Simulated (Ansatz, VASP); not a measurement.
**In3Sb2 in VASP and in Ansatz**

```
In Sb
1.0
     4.53347    0.00000    0.00000
    -2.26673    3.92610    0.00000
     0.00000    0.00000    7.05334
In Sb
3 2
Direct
  0.00000 0.00000 0.00000
  0.33333 0.66667 0.64500
  0.66667 0.33333 0.35500
  0.33333 0.66667 0.24500
  0.66667 0.33333 0.75500
```

Alike in both runs: task relaxation of cell and atoms; functional PBE; k mesh 6 × 6 × 4; occupations gaussian, width 0.1 eV; no spin polarisation.

|  | VASP | Ansatz |
| --- | --- | --- |
| version | VASP 6.6.1 | Ansatz 0.2.0 |
| potentials or method | VASP PAW PBE potentials, release 64 (In_d, Sb), cutoff 600 eV | scalar-relativistic, plane waves, PAW |
| valence electrons in the cell | 49 | 69 |

|  | VASP | Ansatz | Ansatz less VASP |
| --- | --- | --- | --- |
| gap on the k mesh at the Fermi level, each at its own relaxed structure (eV) | none | none | - |
| relaxed volume (Å³/atom) | 31.76 | 32.05 | +0.292 |
| relaxed length of the cell vector where the two differ most in proportion (Å) | 4.974 | 5.005 | +0.0315 |

A gap of «none» marks a metal or a gap that the smearing closes. VASP's potentials hold 49 valence electrons a cell and Ansatz's 69, so a difference there can come from the potentials and not from the codes.

Neither program's run includes spin-orbit coupling. Noted on VASP's run: the volume moved by over 15 % at a fixed basis, so the end points are rough.
